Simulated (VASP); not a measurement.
Write the native input for VASP 6.6.1 that does the following.

- Task: single point
- Functional: PBEsol
- Dispersion: D3(BJ)
- Potentials or basis: VASP PAW PBE potentials, release 64 (Tl_d)
- Cutoff: 520 eV
- k mesh: 10 × 10 × 10
- Occupations: fermi-dirac, width 0.1 eV
- Spin: no spin polarisation
- Dipole correction: no
- Further INCAR settings: ALGO = Normal; EDIFF = 1e-06; NBANDS = 20

The structure of Tl lies in POSCAR:

```
Tl
1.0
    0.0000000000      2.5337918558      2.5337918558
    2.5337918558      0.0000000000      2.5337918558
    2.5337918558      2.5337918558      0.0000000000
Tl
2
Direct
   -0.1250000000     -0.1250000000     -0.1250000000
    0.1250000000      0.1250000000      0.1250000000
```

This isn't the form of Tl at room conditions, which is hcp.

These files were run (other wordings do the same):

INCAR

```
SYSTEM = Tl
PREC = Accurate
ENCUT = 520
EDIFF = 1E-6
ISMEAR = -1
SIGMA = 0.1
LREAL = .False.
LASPH = .True.
NELM = 60
ALGO = Normal
ISIF = 2
LWAVE = .False.
LCHARG = .False.
GGA = PS
IVDW = 12
NBANDS = 20
```

KPOINTS

```
Automatic mesh
0
Gamma
  10 10 10
  0 0 0
```

Potentials or basis: VASP PAW PBE potentials, release 64 (Tl_d).

Command:

```bash
$ cat potpaw_PBE.64/Tl_d/POTCAR > POTCAR
$ mpirun -np 1 vasp_std > vasp.out
```

It gave:

| Item | Value |
| --- | --- |
| Pressure | 217.1 GPa |
| Band gap on the k mesh | zero (bands 13 and 14 overlap by 10.23 eV) |
| Dispersion energy per atom | -0.678 eV |

Caveat: the cell stands under pressure; the PAW data sets were made with another functional, which shifts forces and pressure a little; spin-orbit coupling is left out, which moves the levels of the heavy elements.

Run time: 35 s on 1 thread of Intel Xeon 8259CL, with other jobs on the host, peak memory 0.18 GiB.
